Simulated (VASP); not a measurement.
The system is GdSeO.

```
CELL_PARAMETERS angstrom
3.95442 0.00000 0.00000
0.00000 3.95442 0.00000
0.00000 0.00000 6.90941
ATOMIC_POSITIONS crystal
Gd 0.25000 0.25000 0.18955
Gd 0.75000 0.75000 0.81045
Se 0.25000 0.25000 0.63670
Se 0.75000 0.75000 0.36330
O 0.75000 0.25000 0.00000
O 0.25000 0.75000 0.00000
```

| Quantity | Value |
| --- | --- |
| Program | VASP 6.6.1 |
| Task | relaxation of cell and atoms |
| Functional | PBE |
| Potentials or basis | VASP PAW PBE potentials, release 64 (Gd, Se, O) |
| Cutoff | 600 eV |
| k mesh | 5 × 5 × 3 |
| Occupations | fermi-dirac, width 0.1 eV |
| Spin | collinear spin, ferromagnetic start |
| Starting moments | [6.9, 6.9, 0.0, 0.0, 0.0, 0.0] μB |
| Hubbard terms | Gd f U = 7.02 eV, J = 0.41 eV |

At the start: pressure 0.6 GPa; volume 18.01 Å³/atom.

Question: Where does the relaxation end?

Answer: Over 27 steps the energy falls by 171.8 meV/atom and the volume is 19.73 Å³/atom (+9.5 %); space group P4/nmm (No. 129, to 0.05 Å); moment 14.02 μB per cell.

Step by step:
```csv
step,energy change (eV),largest force (eV/Å),pressure (GPa),volume (Å³)
1,0.0000,2.1190,0.57,108.05
2,-0.3602,0.9281,1.58,109.05
3,-0.4711,0.9049,3.13,109.95
4,-0.5763,0.7491,-2.48,117.32
5,-0.5773,0.7625,-2.00,116.58
6,-0.6929,0.7039,-1.39,116.11
7,-0.8557,1.1831,2.02,114.66
8,-0.9017,0.9732,1.68,115.31
9,-0.9661,0.2263,1.30,117.27
10,-0.9670,0.2801,1.32,116.99
11,-0.9926,0.1160,0.40,117.77
12,-1.0114,0.1700,-1.08,119.17
13,-1.0228,0.1524,-0.51,118.43
14,-1.0278,0.1380,0.32,117.47
15,-1.0292,0.0838,0.20,117.69
16,-1.0298,0.0598,-0.05,118.17
17,-1.0299,0.0423,0.04,118.03
18,-1.0299,0.0403,-0.01,118.01
19,-1.0298,0.0407,0.13,117.85
20,-1.0300,0.0363,0.06,117.98
21,-1.0300,0.0385,0.04,118.00
22,-1.0301,0.0342,0.01,118.05
23,-1.0304,0.0269,-0.05,118.22
24,-1.0304,0.0579,-0.19,118.55
25,-1.0304,0.0382,-0.04,118.35
26,-1.0305,0.0196,-0.03,118.35
27,-1.0306,0.0070,0.02,118.35
```

Final structure:
```cif
data_structure
_symmetry_space_group_name_H-M 'P 1'
_symmetry_Int_Tables_number 1
_cell_length_a 4.1262
_cell_length_b 4.1262
_cell_length_c 6.9513
_cell_angle_alpha 90.000
_cell_angle_beta 90.000
_cell_angle_gamma 90.000
_cell_volume 118.35
loop_
_atom_site_label
_atom_site_type_symbol
_atom_site_fract_x
_atom_site_fract_y
_atom_site_fract_z
_atom_site_occupancy
Gd1 Gd 0.25000 0.25000 0.15133 1
Gd2 Gd 0.75000 0.75000 0.84867 1
Se1 Se 0.25000 0.25000 0.55854 1
Se2 Se 0.75000 0.75000 0.44146 1
O1 O 0.75000 0.25000 0.00000 1
O2 O 0.25000 0.75000 0.00000 1
```
